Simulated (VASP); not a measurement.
# SiW3 (Cmcm) in VASP: single point with PBEsol

Aim: the single point of SiW3 with PBEsol.

Program: VASP 6.6.1. These are calculated values, not measurements. Logs are shortened: lines on timing, memory, paths and dates and some standing lists are left out, and cuts for length are marked.

### 1 The cell of the first run

Symmetry: Cmcm, No. 63, orthorhombic system. Conventional cell: a = 7.289 Å, b = 7.289 Å, c = 5.154 Å, α = 90.00°, β = 90.00°, γ = 90.00°. Within 3.3 Å of Si (site symmetry m2m) lie 6 W at 2.54 to 2.62 Å. Within 3.4 Å of W (site symmetry m2m) lie 4 W at 2.54 to 2.61 Å and 2 Si at 2.58 Å. W (site symmetry m) has 2 Si at 2.54 to 2.62 Å and 4 W at 2.54 to 2.61 Å within 3.3 Å.

### 2 Single point, PBEsol (atoms displaced along a vibrational mode)

File INCAR:

```
SYSTEM = SiW3
  PREC = Accurate
  ENCUT = 520
  EDIFF = 1E-6
  ISMEAR = 0
  SIGMA = 0.15
  LREAL = .FALSE.
  LASPH = .TRUE.
  NELM = 80
  ALGO = Fast
  ISIF = 2
  LWAVE = .FALSE.
  LCHARG = .FALSE.
  GGA = PS
  NBANDS = 56
```

File KPOINTS:

```
Automatic mesh
0
G
  10 10 10
  0 0 0
```

File POSCAR:

```
SiW3
1.0
    0.0000000000     -5.1543905733      0.0000000000
   -5.1543905733      0.0000000000      0.0000000000
    0.0000000000      0.0000000000     -5.1543905733
Si W
2 6
Direct
   -0.0178340931     -0.0178340931      0.0000000000
    0.5178340931      0.5178340931      0.5000000000
    0.4963645153      0.4963645153      0.0000000000
    1.0036354847      1.0036354847      0.5000000000
    0.4901822646      0.0036354847      0.0000000000
    0.0098177354      0.4963645153      0.5000000000
    0.4963645153      0.0098177354      0.5000000000
    0.0036354847      0.4901822646      0.0000000000
```

Potentials or basis: VASP PAW PBE potentials, release 64 (Si, W_sv).

On the command line:

```
> cat potpaw_PBE.64/Si/POTCAR potpaw_PBE.64/W_sv/POTCAR > POTCAR
> mpirun -np 1 vasp_std > vasp.out
```

OUTCAR:

```text
SYSTEM = SiW3
   PREC = Accurate
   ENCUT = 520
   EDIFF = 1E-6
   ISMEAR = 0
   LREAL = .FALSE.
   LASPH = .TRUE.
   NELM = 80
   ISIF = 2
   GGA = PS

 ion  position               nearest neighbor table
   1  0.982  0.982  0.000-   5 2.54   8 2.54   4 2.58   4 2.58   5 2.62   8 2.62
   2  0.518  0.518  0.500-   6 2.54   7 2.54   3 2.58   3 2.58   7 2.62   6 2.62
   3  0.496  0.496  0.000-   5 2.54   8 2.54   2 2.58   2 2.58   8 2.61   5 2.61
   4  0.004  0.004  0.500-   6 2.54   7 2.54   1 2.58   1 2.58   6 2.61   7 2.61
   5  0.490  0.004  0.000-   1 2.54   3 2.54   7 2.58   7 2.58   3 2.61   1 2.62
   6  0.010  0.496  0.500-   2 2.54   4 2.54   8 2.58   8 2.58   4 2.61   2 2.62
   7  0.496  0.010  0.500-   2 2.54   4 2.54   5 2.58   5 2.58   4 2.61   2 2.62
   8  0.004  0.490  0.000-   1 2.54   3 2.54   6 2.58   6 2.58   3 2.61   1 2.62

  LATTYP: Found a simple cubic cell.
 ALAT       =     5.1543905733

  Lattice vectors:

 A1 = (   0.0000000000,  -5.1543905733,   0.0000000000)
 A2 = (  -5.1543905733,   0.0000000000,   0.0000000000)
 A3 = (   0.0000000000,   0.0000000000,  -5.1543905733)

Analysis of symmetry for initial positions (statically):
=====================================================================
 Subroutine PRICEL returns:
 Original cell was already a primitive cell.

 Routine SETGRP: Setting up the symmetry group for a
 simple cubic supercell.

 Subroutine GETGRP returns: Found  8 space group operations
 (whereof  4 operations were pure point group operations)
 out of a pool of 48 trial point group operations.

The static configuration has the point symmetry C_2v.
 The point group associated with its full space group is D_2h.

Analysis of symmetry for dynamics (positions and initial velocities):
=====================================================================
 Subroutine PRICEL returns:
 Original cell was already a primitive cell.

 Routine SETGRP: Setting up the symmetry group for a
 simple cubic supercell.

 Subroutine GETGRP returns: Found  8 space group operations
 (whereof  4 operations were pure point group operations)
 out of a pool of 48 trial point group operations.

The dynamic configuration has the point symmetry C_2v.
 The point group associated with its full space group is D_2h.

 Subroutine INISYM returns: Found  8 space group operations
 (whereof  4 operations are pure point group operations),
 and found     1 'primitive' translations

----------------------------------------------------------------------------------------

                                     Primitive cell

  volume of cell :     136.9405

  direct lattice vectors                    reciprocal lattice vectors
     0.000000000 -5.154390573  0.000000000     0.000000000 -0.194009357  0.000000000
    -5.154390573  0.000000000  0.000000000    -0.194009357  0.000000000  0.000000000
     0.000000000  0.000000000 -5.154390573     0.000000000  0.000000000 -0.194009357

  length of vectors
     5.154390573  5.154390573  5.154390573     0.194009357  0.194009357  0.194009357

  position of ions in fractional coordinates (direct lattice)
     0.982165907  0.982165907  0.000000000
     0.517834093  0.517834093  0.500000000
     0.496364515  0.496364515  0.000000000
     0.003635485  0.003635485  0.500000000
     0.490182265  0.003635485  0.000000000
     0.009817735  0.496364515  0.500000000
     0.496364515  0.009817735  0.500000000
     0.003635485  0.490182265  0.000000000

  ion indices of the primitive-cell ions
   primitive index   ion index
                 1           1
                 2           2
                 3           3
                 4           4
                 5           5
                 6           6
                 7           7
                 8           8

----------------------------------------------------------------------------------------

 KPOINTS: Automatic mesh

Automatic generation of k-mesh.
 Grid dimensions read from file:
 generate k-points for:   10   10   10

 Generating k-lattice:

  Cartesian coordinates                     Fractional coordinates (reciprocal lattice)
     0.000000000 -0.019400936  0.000000000     0.100000000  0.000000000  0.000000000
    -0.019400936  0.000000000  0.000000000     0.000000000  0.100000000  0.000000000
     0.000000000  0.000000000 -0.019400936     0.000000000  0.000000000  0.100000000

  Length of vectors
     0.019400936  0.019400936  0.019400936

  Shift w.r.t. Gamma in fractional coordinates (k-lattice)
     0.000000000  0.000000000  0.000000000

 Subroutine IBZKPT returns following result:
 ===========================================

 Found    186 irreducible k-points:

 Following reciprocal coordinates:
            Coordinates               Weight
  0.000000  0.000000  0.000000      1.000000
  0.100000  0.000000  0.000000      4.000000
  0.000000  0.000000  0.100000      2.000000
  0.200000  0.000000  0.000000      4.000000
  0.000000  0.000000  0.200000      2.000000
  0.300000  0.000000  0.000000      4.000000
[... 16 lines left out ...]
  0.400000  0.100000  0.000000      4.000000
  0.000000  0.400000  0.100000      8.000000
 [... further k-points ...]
   k-points           NKPTS =    186   k-points in BZ     NKDIM =    186   number of bands    NBANDS=     56
   number of dos      NEDOS =    301   number of ions     NIONS =      8
   total plane-waves  NPLWV =  64000
   dimension x,y,z NGX =    40 NGY =   40 NGZ =   40
   dimension x,y,z NGXF=    80 NGYF=   80 NGZF=   80
   ions per type =               2   6
   NGX,Y,Z   is equivalent  to a cutoff of  12.90, 12.90, 12.90 a.u.
   NGXF,Y,Z  is equivalent  to a cutoff of  25.80, 25.80, 25.80 a.u.
 SYSTEM =  SiW3
   PREC   = accura    normal or accurate (medium, high low for compatibility)
   ISTART =      0    job   : 0-new  1-cont  2-samecut
   ICHARG =      2    charge: 1-file 2-atom 10-const
   ISPIN  =      1    spin polarized calculation?
   LNONCOLLINEAR =      F non collinear calculations
   LSORBIT =      F    spin-orbit coupling
   LASPH  =      T    aspherical Exc in radial PAW
   ENCUT  =  520.0 eV  38.22 Ry    6.18 a.u.   9.58  9.58  9.58*2*pi/ulx,y,z
   NELM   =     80;   NELMIN=  2; NELMDL= -5     # of ELM steps
   EDIFF  = 0.1E-05   stopping-criterion for ELM
   LREAL  =      F    real-space projection
   EDIFFG = 0.1E-04   stopping-criterion for IOM
   NSW    =      0    number of steps for IOM
   IBRION =     -1    ionic relax: 0-MD 1-quasi-New 2-CG
   NFREE  =      0    steps in history (QN), initial steepest desc. (CG)
   ISIF   =      2    stress and relaxation
   ISYM   =      2    0-nonsym 1-usesym 2-fastsym
   POTIM  = 0.5000    time-step for ionic-motion
   TEBEG  =    0.0;   TEEND  =   0.0 temperature during run
   PSTRESS=    0.0 pullay stress
   NELECT =      92.0000    total number of electrons
   NUPDOWN=      -1.0000    fix difference up-down
   EMIN   =  10.00;   EMAX   =-10.00  energy-range for DOS
   EFERMI =   0.00;   METHOD = LEGACY
   ISMEAR =     0;   SIGMA  =   0.15  broadening in eV -4-tet -1-fermi 0-gaus
   EFERMI_NEDOS =   21; number of points for ismear=-14 and -15
   IALGO  =     68    algorithm
   IMIX   =      4    mixing-type and parameters
     AMIX     =   0.40;   BMIX     =  1.00
     AMIX_MAG =   1.60;   BMIX_MAG =  1.00
  volume/ion in A,a.u.               =      17.12       115.52
  Fermi-wavevector in a.u.,A,eV,Ry     =   1.433816  2.709520 27.971246  2.055829
  Thomas-Fermi vector in A             =   2.553293
   LORBIT       =      0    0 simple, 1 ext, 2 COOP (PROOUT), +10 PAW based schemes
   GGA     = PS    functional components
   LHFCALC =     F    Hartree Fock is set to
   AEXX    =    0.0000 exact exchange contribution
   IVDW    =     0    specifies the selected vdW correction
   LEPSILON=     F    determine dielectric tensor
   LRPA    =     F    only Hartree local field effects (RPA)
 non-spin polarized calculation
 RMM-DIIS sequential band-by-band and
 Gauss-broadening in eV      SIGMA  =   0.15
  energy-cutoff  :      520.00
  volume of cell :      136.94
 maximum number of plane-waves:      3743
 NGX is ok and might be reduce to    40
   NGX = 19   NGY = 19   NGZ = 19

 number of electron      92.0000009 magnetization

 Free energy of the ion-electron system (eV)
  ---------------------------------------------------
  ext. energy  EPLUGINS =         0.00000000
  ---------------------------------------------------
  free energy    TOTEN  =       -83.59716404 eV

  energy without entropy =      -83.50473852  energy(sigma->0) =      -83.55095128

 E-fermi :   9.3371     XC(G=0): -12.5365

 val. band max:        9.3351663460   @ k =   0.2000   0.1000   0.3000
 cond. band min:       9.3374860675   @ k =  -0.1000   0.3000   0.1000
 fundamental gap:      0.0023197215
 Fermi energy:         9.3371147088

 k-point     1 :       0.0000    0.0000    0.0000
  band No.  band energies     occupation
      1     -64.5905      2.00000
      2     -64.5259      2.00000
      3     -64.5255      2.00000
      4     -64.4035      2.00000
      5     -64.4006      2.00000
      6     -64.3429      2.00000
[... 48 lines left out ...]
     55      13.0210      0.00000
     56      13.0683      0.00000

 k-point     2 :       0.1000    0.0000    0.0000
  band No.  band energies     occupation
      1     -64.5885      2.00000
      2     -64.5269      2.00000
      3     -64.5226      2.00000
      4     -64.4048      2.00000
      5     -64.4013      2.00000
      6     -64.3448      2.00000
[... 48 lines left out ...]
     55      12.8839      0.00000
     56      12.9542      0.00000

 k-point     3 :       0.0000    0.0000    0.1000
  band No.  band energies     occupation
      1     -64.5884      2.00000
      2     -64.5266      2.00000
      3     -64.5230      2.00000
      4     -64.4065      2.00000
      5     -64.3997      2.00000
      6     -64.3448      2.00000
[... 1172 lines left out ...]
 k-point    23 :       0.4000    0.1000    0.0000
  band No.  band energies     occupation
      1     -64.5628      2.00000
      2     -64.5402      2.00000
      3     -64.4852      2.00000
      4     -64.4421      2.00000
      5     -64.3900      2.00000
      6     -64.3694      2.00000
[... 48 lines left out ...]
     55      12.2000      0.00000
     56      12.3459      0.00000

 k-point    24 :       0.0000    0.4000    0.1000
  band No.  band energies     occupation
      1     -64.5627      2.00000
      2     -64.5402      2.00000
      3     -64.4853      2.00000
      4     -64.4423      2.00000
      5     -64.3899      2.00000
      6     -64.3693      2.00000
[... 48 lines left out ...]
     55      12.2286      0.00000
     56      12.3701      0.00000

 [... further k-points ...]

------------------------ aborting loop because EDIFF is reached ----------------------------------------

  FORCE on cell =-STRESS in cart. coord.  units (eV):
  Direction    XX          YY          ZZ          XY          YZ          ZX
  --------------------------------------------------------------------------------------
  -------------------------------------------------------------------------------------
  Total        0.8531931      0.8531931      0.0951622     -0.2903247      0.0000000      0.0000000
  in kB        9.9821930      9.9821930      1.1133792     -3.3967428      0.0000000      0.0000000
  external PRESSURE =       7.0259218 kB  Pullay stress =       0.0000000 kB

 VOLUME and BASIS-vectors are now :
 -----------------------------------------------------------------------------
  energy-cutoff  :      520.00
  volume of cell :      136.94
      direct lattice vectors                 reciprocal lattice vectors
     0.000000000 -5.154390573  0.000000000     0.000000000 -0.194009357  0.000000000
    -5.154390573  0.000000000  0.000000000    -0.194009357  0.000000000  0.000000000
     0.000000000  0.000000000 -5.154390573     0.000000000  0.000000000 -0.194009357

 POSITION                                       TOTAL-FORCE (eV/Angst)
 -----------------------------------------------------------------------------------
     -5.06247     -5.06247      0.00000         0.214133      0.214133      0.000000
     -2.66912     -2.66912     -2.57720        -0.214133     -0.214133      0.000000
     -2.55846     -2.55846      0.00000         0.260692      0.260692      0.000000
     -0.01874     -0.01874     -2.57720        -0.260692     -0.260692      0.000000
     -0.01874     -2.52659      0.00000        -0.248336      0.924453      0.000000
     -2.55846     -0.05060     -2.57720         0.248336     -0.924453      0.000000
     -0.05060     -2.55846     -2.57720        -0.924453      0.248336      0.000000
     -2.52659     -0.01874      0.00000         0.924453     -0.248336      0.000000
 -----------------------------------------------------------------------------------
    total drift:                                0.000000      0.000000      0.000000

  FREE ENERGIE OF THE ION-ELECTRON SYSTEM (eV)
  ---------------------------------------------------
  free  energy   TOTEN  =       -83.5971640353 eV

  energy  without entropy=      -83.5047385182  energy(sigma->0) =      -83.55095128
```

It took 14 min on 1 thread of Intel Xeon 6975P-C (Granite Rapids), shared host; peak memory 0.98 GiB.

What came out:

```yaml
Free_energy: -83.5972 eV
Pressure: 0.7 GPa
Largest_force: 0.957 eV/Å
Band_gap_on_the_k_mesh: zero (bands 46 and 47 overlap by 1.04 eV)
```

Forces on the atoms (eV/Å):
```
Si   0.214  0.214  0.000
Si  -0.214 -0.214  0.000
W    0.261  0.261  0.000
W   -0.261 -0.261  0.000
W   -0.248  0.924  0.000
W    0.248 -0.924  0.000
W   -0.924  0.248  0.000
W    0.924 -0.248  0.000
```

Levels at points of the mesh, in eV from the Fermi level:
| k point | band 44 | band 45 | band 46 | band 47 | band 48 | band 49 |
| --- | --- | --- | --- | --- | --- | --- |
| (0.00, 0.00, 0.00) | -0.33 | 0.14 | 0.24 | 0.46 | 0.48 | 1.15 |
| (0.50, 0.00, 0.00) | -0.56 | -0.45 | -0.13 | 0.05 | 0.14 | 0.73 |
| (0.00, 0.00, 0.50) | -0.56 | -0.28 | -0.28 | 0.06 | 0.06 | 0.87 |
| (0.50, 0.50, 0.00) | -0.62 | -0.40 | -0.31 | -0.30 | -0.21 | -0.18 |
| (0.00, 0.50, 0.50) | -0.60 | -0.36 | -0.36 | -0.23 | -0.23 | -0.22 |
| (0.50, 0.50, 0.50) | -0.83 | -0.78 | -0.78 | -0.10 | -0.10 | -0.07 |

Caveat: the cell differs from its parent crystal (atoms displaced along a vibrational mode); the PAW data sets were made with another functional, which shifts forces and pressure a little; spin-orbit coupling is left out, which moves the levels of the heavy elements.
